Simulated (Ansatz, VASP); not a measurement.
**Ir in VASP and in Ansatz**

Contents of POSCAR:

```
Ir
1.0
    2.7513778946      0.0000000000      0.0000000000
   -1.3756889473      2.3827631521      0.0000000000
    0.0000000000      0.0000000000      4.4622900000
Ir
2
Direct
    0.3333333333      0.6666666667      0.2500000000
    0.6666666667      0.3333333333      0.7500000000
```

File INCAR.step1:

```
SYSTEM = Ir
ALGO = Normal
EDIFF = 1E-5
ENCUT = 520
GGA = PE
ISIF = 2
ISMEAR = -1
LASPH = .TRUE.
LCHARG = .FALSE.
LREAL = .FALSE.
LWAVE = .TRUE.
NBANDS = 16
NELM = 100
PREC = Accurate
SIGMA = 0.05
```

INCAR.step2

```
SYSTEM = Ir
AEXX = 0.25
ALGO = Normal
EDIFF = 1E-7
ENCUT = 520
GGA = PE
ISIF = 2
ISMEAR = -1
ISTART = 1
LASPH = .TRUE.
LCHARG = .FALSE.
LHFCALC = .TRUE.
LREAL = .FALSE.
LWAVE = .FALSE.
NBANDS = 16
NELM = 100
PREC = Accurate
PRECFOCK = Normal
SIGMA = 0.05
```

KPOINTS

```
k-points
0
G
  6 6 4
  0 0 0
```

File input.yaml:

```yaml
crystal:
  lattice:
    - [2.7513778946, 0.0, 0.0]
    - [-1.3756889473, 2.3827631521, 0.0]
    - [0.0, 0.0, 4.46229]
  atoms:
    - { symbol: Ir, position: [0.3333333333, 0.6666666667, 0.25] }
    - { symbol: Ir, position: [0.6666666667, 0.3333333333, 0.75] }
hamiltonian:
  xc: pbe0
  pseudopotentials: { kind: paw }
kpoints:
  mp_grid: { grid: [6, 6, 4] }
scf:
  occupations: { method: fermi_dirac, width: 0.05 }
output:
  forces: true
  stress: true
  eigenvalues: true
  write_density: true
  write_potential: true
  elf: true
  volumetric_format: npy
```

Alike in both runs: task single point; functional PBE0; k mesh 6 × 6 × 4; occupations fermi-dirac, width 0.05 eV; no spin polarisation.

```csv
,VASP,Ansatz
version,VASP 6.6.1,Ansatz 0.2.0
potentials or method,"VASP PAW PBE potentials, release 64 (Ir)",Ansatz PAW
plane-wave cutoff (eV),520,420
valence electrons in the cell,18,34
```

|  | VASP | Ansatz | Ansatz less VASP |
| --- | --- | --- | --- |
| gap on the k mesh at the Fermi level (eV) | none | none | - |
| pressure (GPa) | -13.1 | -15.2 | -2.09 |
| traceless stress, the component that is largest in VASP (GPa) | -5.01 | -4.97 | +0.040 |

A gap of «none» marks a metal or a gap that the smearing closes. With one functional, cell and mesh, what is left measures potentials, basis and numerics. VASP's potentials hold 18 valence electrons a cell and Ansatz's 34, so a difference there can come from the potentials and not from the codes.

The k mesh is coarse, so the values compare programs but aren't converged. Neither program's run includes spin-orbit coupling.
